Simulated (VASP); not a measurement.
Write the native input for VASP 6.6.1 that does the following.

```
Task                   : relaxation of cell and atoms
Functional             : PBE
Potentials or basis    : VASP PAW PBE potentials, release 64 (In_d)
Cutoff                 : 600 eV
k mesh                 : 11 × 11 × 11
Occupations            : fermi-dirac, width 0.05 eV
Spin                   : no spin polarisation
Target pressure        : 6.2 GPa
Dipole correction      : no
Further INCAR settings : ALGO = Normal; EDIFF = 1e-06; IBRION = 2; EDIFFG = -0.005; NSW = 60; ISIF = 3
```

The structure of In lies in POSCAR:

```
In
1.0
    0.0000000000      3.0702700336      3.0702700336
    3.0702700336      0.0000000000      3.0702700336
    3.0702700336      3.0702700336      0.0000000000
In
2
Direct
   -0.1250000000     -0.1250000000     -0.1250000000
    0.1250000000      0.1250000000      0.1250000000
```

One way to write it, as run:

INCAR

```
SYSTEM = In
PREC = Accurate
ENCUT = 600
EDIFF = 1E-6
ISMEAR = -1
SIGMA = 0.05
LREAL = .False.
LASPH = .True.
NELM = 60
ALGO = Normal
ISIF = 3
LWAVE = .False.
LCHARG = .False.
GGA = PE
IBRION = 2
NSW = 60
EDIFFG = -0.005
PSTRESS = 62.0
```

KPOINTS

```
Automatic mesh
0
Gamma
  11 11 11
  0 0 0
```

Potentials or basis: VASP PAW PBE potentials, release 64 (In_d).

Command:

```bash
$ cat potpaw_PBE.64/In_d/POTCAR > POTCAR
$ mpirun -np 1 vasp_std > vasp.out
```

It gave:

The relaxed volume is 31.88 Å³/atom and the relaxed cell is a = 4.484 Å, b = 4.484 Å, c = 4.484 Å, α = 60.00°, β = 60.00°, γ = 60.00°. The space group after relaxing (to 0.05 Å) is Fd-3m (No. 227), the energy change on relaxing (the enthalpy is what falls) is -166.2 meV/atom and the ionic steps are 6. The pressure after relaxing is 6.2 GPa and the band gap on the k mesh is zero (band 13 reaches 7.82 eV, above the bottom of band 14 at 4.02 eV).

Caveat: the cell is relaxed towards a set pressure, so the enthalpy falls and the energy may rise; spin-orbit coupling is left out, which moves the levels of the heavy elements.

It took 4.5 min on 1 thread of AMD EPYC 7R43 64-Core Processor (Zen 3), on a shared host, peak memory 0.23 GiB.
